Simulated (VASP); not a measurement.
# C (P2_1/m) in VASP: notebook

The runs below take C through single point, with PBEsol+D3(BJ).

Program: VASP 6.6.1. These are calculated values, not measurements. Logs are shortened: lines on timing, memory, paths and dates and some standing lists are left out, and cuts for length are marked.

**1. The cell of the first run**

Symmetry: P2_1/m, No. 11, monoclinic system. Conventional cell: a = 2.379 Å, b = 6.235 Å, c = 2.460 Å, α = 90.00°, β = 116.74°, γ = 90.00°. Within 1.8 Å of C (site symmetry m) lie 3 C at 1.37 to 1.47 Å. Within 1.8 Å of C (site symmetry m) lie 3 C at 1.37 to 1.47 Å.

**2. Single point, PBEsol+D3(BJ) (engineering shear strain xy -0.0750, normal strain along z -0.0525)**

Contents of INCAR:

```
  PREC = Accurate
  ENCUT = 520
  EDIFF = 1E-6
  ISMEAR = 0
  SIGMA = 0.15
  LREAL = F
  LASPH = T
  NELM = 80
  ALGO = Normal
  ISIF = 2
  LWAVE = F
  LCHARG = T
  GGA = PS
  IVDW = 12
  LELF = T
  LVHAR = T
  NBANDS = 16
```

Contents of KPOINTS:

```
Automatic mesh
0
Gamma
  18 18 6
```

Contents of POSCAR:

```
C
1.0
    2.4580081303     -0.0921753049      0.0000000000
   -1.3088302208      2.1747851360      0.0000000000
    0.0000000000      0.0000000000      6.2346037605
C
4
Direct
    0.0000000000      0.0000000000      0.0025000000
    0.0000000000      0.0000000000      0.5025000000
    0.3333333333      0.6666666667      0.0025000000
    0.6666666667      0.3333333333      0.5025000000
```

Potentials or basis: VASP PAW PBE potentials, release 64 (C).

Run with:

```bash
cat potpaw_PBE.64/C/POTCAR > POTCAR
mpirun -np 1 vasp_std > vasp.out
```

OUTCAR:

```text
PREC = Accurate
   ENCUT = 520
   EDIFF = 1E-6
   ISMEAR = 0
   LREAL = F
   LASPH = T
   NELM = 80
   ISIF = 2
   GGA = PS
   IVDW = 12
 IVDW          = 12

 ion  position               nearest neighbor table
   1  0.000  0.000  0.002-   3 1.37   3 1.42   3 1.47
   2  0.000  0.000  0.502-   4 1.37   4 1.42   4 1.47
   3  0.333  0.667  0.002-   1 1.37   1 1.42   1 1.47
   4  0.667  0.333  0.502-   2 1.37   2 1.42   2 1.47

  LATTYP: Found a simple monoclinic cell.
 ALAT       =     2.3786285074
 B/A-ratio  =     2.6210918355
 C/A-ratio  =     1.0340983480
 COS(beta)  =    -0.4499768365

  Lattice vectors:

 A1 = (   1.1491779095,   2.0826098311,   0.0000000000)
 A2 = (   0.0000000000,   0.0000000000,  -6.2346037605)
 A3 = (  -2.4580081303,   0.0921753049,   0.0000000000)

Analysis of symmetry for initial positions (statically):
=====================================================================
 Subroutine PRICEL returns:
 Original cell was already a primitive cell.

 Routine SETGRP: Setting up the symmetry group for a
 simple monoclinic supercell.

 Subroutine GETGRP returns: Found  4 space group operations
 (whereof  1 operations were pure point group operations)
 out of a pool of  4 trial point group operations.

The static configuration has the point symmetry C_1 .
 The point group associated with its full space group is C_2h.

Analysis of symmetry for dynamics (positions and initial velocities):
=====================================================================
 Subroutine PRICEL returns:
 Original cell was already a primitive cell.

 Routine SETGRP: Setting up the symmetry group for a
 simple monoclinic supercell.

 Subroutine GETGRP returns: Found  4 space group operations
 (whereof  1 operations were pure point group operations)
 out of a pool of  4 trial point group operations.

The dynamic configuration has the point symmetry C_1 .
 The point group associated with its full space group is C_2h.

 Subroutine INISYM returns: Found  4 space group operations
 (whereof  1 operations are pure point group operations),
 and found     1 'primitive' translations

----------------------------------------------------------------------------------------

                                     Primitive cell

  volume of cell :      32.5758

  direct lattice vectors                    reciprocal lattice vectors
     2.458008130 -0.092175305  0.000000000     0.416227002  0.250493931  0.000000000
    -1.308830221  2.174785136  0.000000000     0.017641214  0.470432383  0.000000000
     0.000000000  0.000000000  6.234603760     0.000000000  0.000000000  0.160395117

  length of vectors
     2.459735810  2.538252733  6.234603760     0.485790209  0.470763040  0.160395117

  position of ions in fractional coordinates (direct lattice)
     0.000000000  0.000000000  0.002500000
     0.000000000  0.000000000  0.502500000
     0.333333333  0.666666667  0.002500000
     0.666666667  0.333333333  0.502500000

  ion indices of the primitive-cell ions
   primitive index   ion index
                 1           1
                 2           2
                 3           3
                 4           4

----------------------------------------------------------------------------------------

 KPOINTS: Automatic mesh

Automatic generation of k-mesh.
 Grid dimensions read from file:
 generate k-points for:   18   18    6

 Generating k-lattice:

  Cartesian coordinates                     Fractional coordinates (reciprocal lattice)
     0.023123722  0.013916330  0.000000000     0.055555556  0.000000000  0.000000000
     0.000980067  0.026135132  0.000000000     0.000000000  0.055555556  0.000000000
     0.000000000  0.000000000  0.026732520     0.000000000  0.000000000  0.166666667

  Length of vectors
     0.026988345  0.026153502  0.026732520

  Shift w.r.t. Gamma in fractional coordinates (k-lattice)
     0.000000000  0.000000000  0.000000000

 Subroutine IBZKPT returns following result:
 ===========================================

 Found    656 irreducible k-points:

 Following reciprocal coordinates:
            Coordinates               Weight
  0.000000  0.000000  0.000000      1.000000
  0.055556  0.000000  0.000000      2.000000
  0.111111  0.000000  0.000000      2.000000
  0.166667 -0.000000  0.000000      2.000000
  0.222222 -0.000000  0.000000      2.000000
  0.277778  0.000000  0.000000      2.000000
[... 16 lines left out ...]
 -0.333333  0.055556  0.000000      2.000000
 -0.277778  0.055556  0.000000      2.000000
 [... further k-points ...]
   k-points           NKPTS =    656   k-points in BZ     NKDIM =    656   number of bands    NBANDS=     16
   number of dos      NEDOS =    301   number of ions     NIONS =      4
   total plane-waves  NPLWV =  17280
   dimension x,y,z NGX =    18 NGY =   20 NGZ =   48
   dimension x,y,z NGXF=    36 NGYF=   40 NGZF=   96
   ions per type =               4
   NGX,Y,Z   is equivalent  to a cutoff of  12.17, 13.10, 12.80 a.u.
   NGXF,Y,Z  is equivalent  to a cutoff of  24.33, 26.20, 25.60 a.u.
 SYSTEM =  unknown system
   PREC   = accura    normal or accurate (medium, high low for compatibility)
   ISTART =      0    job   : 0-new  1-cont  2-samecut
   ICHARG =      2    charge: 1-file 2-atom 10-const
   ISPIN  =      1    spin polarized calculation?
   LNONCOLLINEAR =      F non collinear calculations
   LSORBIT =      F    spin-orbit coupling
   LASPH  =      T    aspherical Exc in radial PAW
   ENCUT  =  520.0 eV  38.22 Ry    6.18 a.u.   4.57  4.72 11.59*2*pi/ulx,y,z
   NELM   =     80;   NELMIN=  2; NELMDL= -5     # of ELM steps
   EDIFF  = 0.1E-05   stopping-criterion for ELM
   LREAL  =      F    real-space projection
   EDIFFG = 0.1E-04   stopping-criterion for IOM
   NSW    =      0    number of steps for IOM
   IBRION =     -1    ionic relax: 0-MD 1-quasi-New 2-CG
   NFREE  =      0    steps in history (QN), initial steepest desc. (CG)
   ISIF   =      2    stress and relaxation
   ISYM   =      2    0-nonsym 1-usesym 2-fastsym
   POTIM  = 0.5000    time-step for ionic-motion
   TEBEG  =    0.0;   TEEND  =   0.0 temperature during run
   PSTRESS=    0.0 pullay stress
   NELECT =      16.0000    total number of electrons
   NUPDOWN=      -1.0000    fix difference up-down
   EMIN   =  10.00;   EMAX   =-10.00  energy-range for DOS
   EFERMI =   0.00;   METHOD = LEGACY
   ISMEAR =     0;   SIGMA  =   0.15  broadening in eV -4-tet -1-fermi 0-gaus
   EFERMI_NEDOS =   21; number of points for ismear=-14 and -15
   IALGO  =     38    algorithm
   IMIX   =      4    mixing-type and parameters
     AMIX     =   0.40;   BMIX     =  1.00
     AMIX_MAG =   1.60;   BMIX_MAG =  1.00
  volume/ion in A,a.u.               =       8.14        54.96
  Fermi-wavevector in a.u.,A,eV,Ry     =   1.291665  2.440893 22.699934  1.668398
  Thomas-Fermi vector in A             =   2.423421
   LORBIT       =      0    0 simple, 1 ext, 2 COOP (PROOUT), +10 PAW based schemes
   GGA     = PS    functional components
   LHFCALC =     F    Hartree Fock is set to
   AEXX    =    0.0000 exact exchange contribution
   IVDW    =    12    specifies the selected vdW correction
   LEPSILON=     F    determine dielectric tensor
   LRPA    =     F    only Hartree local field effects (RPA)
 non-spin polarized calculation
 Gauss-broadening in eV      SIGMA  =   0.15
  energy-cutoff  :      520.00
  volume of cell :       32.58
 maximum number of plane-waves:       897
   NGX =  9   NGY =  9   NGZ = 23

 number of electron      16.0000002 magnetization

 Free energy of the ion-electron system (eV)
  ---------------------------------------------------
  ext. energy  EPLUGINS =         0.00000000
  ---------------------------------------------------
  free energy    TOTEN  =       -38.24136110 eV

  energy without entropy =      -38.24096572  energy(sigma->0) =      -38.24116341

 E-fermi :   5.3980     XC(G=0): -11.0798

 val. band max:        5.2774500028   @ k =   0.3333   0.2778   0.1667
 cond. band min:       5.5387670017   @ k =   0.3333   0.3333   0.0000
 fundamental gap:      0.2613169989
 Fermi energy:         5.3980024938

 k-point     1 :       0.0000    0.0000    0.0000
  band No.  band energies     occupation
      1     -14.4781      2.00000
      2     -13.9486      2.00000
      3      -3.6783      2.00000
      4      -0.8078      2.00000
      5       2.1931      2.00000
      6       2.2285      2.00000
[... 8 lines left out ...]
     15      17.1018      0.00000
     16      17.6033      0.00000

 k-point     2 :       0.0556    0.0000    0.0000
  band No.  band energies     occupation
      1     -14.3985      2.00000
      2     -13.8714      2.00000
      3      -3.5806      2.00000
      4      -0.7180      2.00000
      5       1.9931      2.00000
      6       2.0360      2.00000
[... 8 lines left out ...]
     15      16.8490      0.00000
     16      17.6887      0.00000

 k-point     3 :       0.1111    0.0000    0.0000
  band No.  band energies     occupation
      1     -14.1603      2.00000
      2     -13.6402      2.00000
      3      -3.2882      2.00000
      4      -0.4500      2.00000
      5       1.4319      2.00000
      6       1.4733      2.00000
[... 8 lines left out ...]
     15      16.1653      0.00000
     16      17.8789      0.00000

 k-point     4 :       0.1667   -0.0000    0.0000
  band No.  band energies     occupation
      1     -13.7645      2.00000
      2     -13.2560      2.00000
      3      -2.8034      2.00000
      4      -0.0076      2.00000
      5       0.3747      2.00000
      6       0.4723      2.00000
[... 8 lines left out ...]
     15      15.9439      0.00000
     16      18.1443      0.00000
[... 324 lines left out ...]
 k-point    22 :      -0.3889    0.0556    0.0000
  band No.  band energies     occupation
      1     -11.1637      2.00000
      2     -10.7314      2.00000
      3      -4.6340      2.00000
      4      -4.3861      2.00000
      5      -1.5413      2.00000
      6      -1.4110      2.00000
[... 8 lines left out ...]
     15      20.7006      0.00000
     16      21.1985      0.00000

 k-point    23 :      -0.3333    0.0556    0.0000
  band No.  band energies     occupation
      1     -12.0803      2.00000
      2     -11.6214      2.00000
      3      -3.1280      2.00000
      4      -2.9267      2.00000
      5      -1.0770      2.00000
      6      -0.9530      2.00000
[... 8 lines left out ...]
     15      20.7650      0.00000
     16      20.9873      0.00000

 k-point    24 :      -0.2778    0.0556    0.0000
  band No.  band energies     occupation
      1     -12.8523      2.00000
      2     -12.3708      2.00000
      3      -1.6932      2.00000
      4      -1.6625      2.00000
      5      -1.5163      2.00000
      6      -0.4502      2.00000
[... 8 lines left out ...]
     15      18.8269      0.00000
     16      18.9404      0.00000

 [... further k-points ...]

------------------------ aborting loop because EDIFF is reached ----------------------------------------

 Edisp (eV)   -0.46978

 E8    (eV) :    -0.2284

  FORCE on cell =-STRESS in cart. coord.  units (eV):
  Direction    XX          YY          ZZ          XY          YZ          ZX
  --------------------------------------------------------------------------------------
  -------------------------------------------------------------------------------------
  Total       1.00758     0.89164     0.53445     7.65188     0.00000     0.00000
  in kB      49.55597    43.85344    26.28576   376.34315     0.00000     0.00000
  external pressure =       39.90 kB  Pullay stress =        0.00 kB

 VOLUME and BASIS-vectors are now :
 -----------------------------------------------------------------------------
  energy-cutoff  :      520.00
  volume of cell :       32.58
      direct lattice vectors                 reciprocal lattice vectors
     2.458008130 -0.092175305  0.000000000     0.416227002  0.250493931  0.000000000
    -1.308830221  2.174785136  0.000000000     0.017641214  0.470432383  0.000000000
     0.000000000  0.000000000  6.234603760     0.000000000  0.000000000  0.160395117

 POSITION                                       TOTAL-FORCE (eV/Angst)
 -----------------------------------------------------------------------------------
      0.00000      0.00000      0.01559         0.963990      0.189598      0.000000
      0.00000      0.00000      3.13289        -0.963990     -0.189598      0.000000
     -0.05322      1.41913      0.01559        -0.981074     -0.188031      0.000000
      1.20240      0.66348      3.13289         0.981074      0.188031      0.000000
 -----------------------------------------------------------------------------------
    total drift:                                0.000000     -0.000000     -0.000002

  FREE ENERGIE OF THE ION-ELECTRON SYSTEM (eV)
  ---------------------------------------------------
  free  energy   TOTEN  =       -38.7111437854 eV

  energy  without entropy=      -38.7107483973  energy(sigma->0) =      -38.71094609
```

Wall time 3.8 min (1 thread of Intel Xeon Platinum 8259CL at 2.50GHz (Skylake/Cascade Lake), shared host); peak memory 0.35 GiB.

What came out:

```yaml
Free_energy: -38.7111 eV
Pressure: 4.0 GPa
Largest_force: 0.999 eV/Å
Dispersion_energy_per_atom: -0.117 eV
```

Forces in eV/Å, atoms in the order of the input:
```
C    0.964  0.190  0.000
C   -0.964 -0.190  0.000
C   -0.981 -0.188  0.000
C    0.981  0.188  0.000
```

Caveat: the cell differs from its parent crystal (engineering shear strain xy -0.0750, normal strain along z -0.0525); the cell stands under pressure; the PAW data sets were made with another functional, which shifts forces and pressure a little.

**3. Single point, PBEsol+D3(BJ) (engineering shear strain xy -0.0750, normal strain along z -0.0175)**

Contents of INCAR:

```
SYSTEM = C
  ALGO = Normal
  EDIFF = 1E-6
  ENCUT = 520
  GGA = PS
  ISIF = 2
  ISMEAR = 0
  IVDW = 12
  LASPH = .TRUE.
  LCHARG = .TRUE.
  LELF = .TRUE.
  LREAL = .FALSE.
  LVHAR = .TRUE.
  LWAVE = .FALSE.
  NBANDS = 16
  NELM = 80
  PREC = Accurate
  SIGMA = 0.15
```

Contents of KPOINTS:

```
k-points
0
G
  18 18 6
  0 0 0
```

Changes to POSCAR since step 2:

```diff
@@ -4,3 +4,3 @@
    -1.3088302208      2.1747851360      0.0000000000
-    0.0000000000      0.0000000000      6.2346037605
+    0.0000000000      0.0000000000      6.4649057464
 C
```

Potentials or basis: VASP PAW PBE potentials, release 64 (C).

Run with:

```bash
cat potpaw_PBE.64/C/POTCAR > POTCAR
mpirun -np 1 vasp_std > vasp.out
```

Wall time 2 min (1 thread of Intel Xeon 6975P-C (Granite Rapids), shared host); peak memory 0.36 GiB.

Results (log left out):

```yaml
Free_energy: -38.7237 eV
Pressure: 3.3 GPa
Largest_force: 1.000 eV/Å
Dispersion_energy_per_atom: -0.114 eV
```

Forces on the atoms (eV/Å):
```
C    0.971  0.187  0.000
C   -0.971 -0.187  0.000
C   -0.983 -0.185  0.000
C    0.983  0.185  0.000
```

Stress tensor (GPa, compression positive):
```
 4.83 36.32  0.00
36.32  4.35  0.00
 0.00  0.00  0.63
```

Caveat: the cell differs from its parent crystal (engineering shear strain xy -0.0750, normal strain along z -0.0175); the cell stands under pressure; the PAW data sets were made with another functional, which shifts forces and pressure a little.

(Part 1 of 2 ends here.)
